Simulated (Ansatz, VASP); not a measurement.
Two plane-wave programs on RbBr

```
CELL_PARAMETERS angstrom
0.05191 3.46083 3.46083
3.46083 0.05191 3.46083
3.51274 3.51274 0.00000
ATOMIC_POSITIONS crystal
Rb 0.00000 0.00000 0.00000
Br 0.50000 0.50000 0.50000
```

Change from the starting cell: shear_xy strain +3.0%.

Alike in both runs: task single point; functional HSE06; k mesh 4 × 4 × 4; no spin polarisation.

```csv
,VASP,Ansatz
version,VASP 6.6.1,Ansatz 0.2.0
potentials or method,"VASP PAW PBE potentials, release 64 (Rb_sv, Br)","plane waves, PAW"
plane-wave cutoff (eV),520,420
occupations,"gaussian, width 0.01 eV",fixed
valence electrons in the cell,16,16
```

VASP gave:

* gap on the k mesh at the Fermi level (eV): 5.41
* pressure (GPa): 0.3
* traceless stress, the component that is largest in VASP (GPa): -0.12

Q: What did Ansatz give for the same quantities?

A: gap on the k mesh at the Fermi level (eV): 5.42; pressure (GPa): 0.3; traceless stress, the component that is largest in VASP (GPa): -0.13.

Ansatz's warnings: stress exchange threshold loose, stress scf threshold loose.
